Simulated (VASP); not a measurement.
A run of VASP 6.6.1 is set up as follows.

Contents of INCAR:

```
SYSTEM = Zr2In2O3
  PREC = Accurate
  ENCUT = 520
  EDIFF = 1E-6
  ISMEAR = 0
  SIGMA = 0.1
  LREAL = .False.
  LASPH = .True.
  NELM = 100
  ALGO = Normal
  ISIF = 2
  LWAVE = .False.
  LCHARG = .False.
  GGA = PE
  NBANDS = 43
```

File KPOINTS:

```
regular mesh
0
Gamma
  6 6 6
  0 0 0
```

Contents of POSCAR:

```
Zr2In2O3
1.0
    2.6642642803      1.5382136977      4.2552028394
   -2.6642642803      1.5382136977      4.2552028394
    0.0000000000     -3.0764274006      4.2552028376
Zr In O
2 2 3
Direct
    0.5000000000      0.5000000000      0.5000000000
    0.0000000000      0.0000000000      0.0000000000
    0.2153182026      0.2153182026      0.2153182026
    0.7846817974      0.7846817974      0.7846817974
    0.0000000000      0.5000000000      0.5000000000
    0.5000000000      0.0000000000      0.5000000000
    0.5000000000      0.5000000000      0.0000000000
```

Potentials or basis: VASP PAW PBE potentials, release 64 (Zr_sv, In_d, O).

Launch:

```console
$ cat potpaw_PBE.64/Zr_sv/POTCAR potpaw_PBE.64/In_d/POTCAR potpaw_PBE.64/O/POTCAR > POTCAR
$ mpirun -np 1 vasp_std > vasp.out
```

(1) Predict the band gap on the k mesh.

(2) Predict the largest force.

## Answers

(1) zero (bands 34 and 35 overlap by 0.46 eV).

(2) 0.063 eV/Å.

Caveat: spin-orbit coupling is left out, which moves the levels of the heavy elements.
